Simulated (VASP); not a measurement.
Ca, 4 atoms in the cell. It takes space group P6_3/mmc (No. 194, hexagonal). The conventional cell has a = 4.208 Å, b = 4.208 Å, c = 12.527 Å, α = 90.00°, β = 90.00°, γ = 120.00°. Ca (site symmetry -3m) has 12 Ca at 3.96 to 4.21 Å within 5.2 Å. Within 5.2 Å of Ca (site symmetry -6m2) lie 12 Ca at 3.96 to 4.21 Å. This isn't the form of Ca at room conditions, which is fcc. This cell differs from its parent crystal: strained.

- Program: VASP 6.6.1
- Task: single point
- Functional: PBE
- Potentials or basis: VASP PAW PBE potentials, release 64 (Ca_sv)
- Cutoff: 520 eV
- k mesh: 12 × 12 × 4
- Occupations: gaussian, width 0.1 eV
- Spin: no spin polarisation
- Dipole correction: no
- Further INCAR settings: ALGO = Fast; EDIFF = 1e-06; NBANDS = 28

Potentials or basis: VASP PAW PBE potentials, release 64 (Ca_sv).

Run with:

```console
$ cat potpaw_PBE.64/Ca_sv/POTCAR > POTCAR
$ mpirun -np 1 vasp_std > vasp.out
```

Hardware: 1 thread of AMD EPYC 9R45 96-Core Processor (Zen 5), on a shared host.

Estimate the wall time of this run.

Run time: 3.1 min on 1 thread of AMD EPYC 9R45 96-Core Processor (Zen 5), on a shared host, peak memory 0.41 GiB. Counts: scf iterations 17, k points 57.
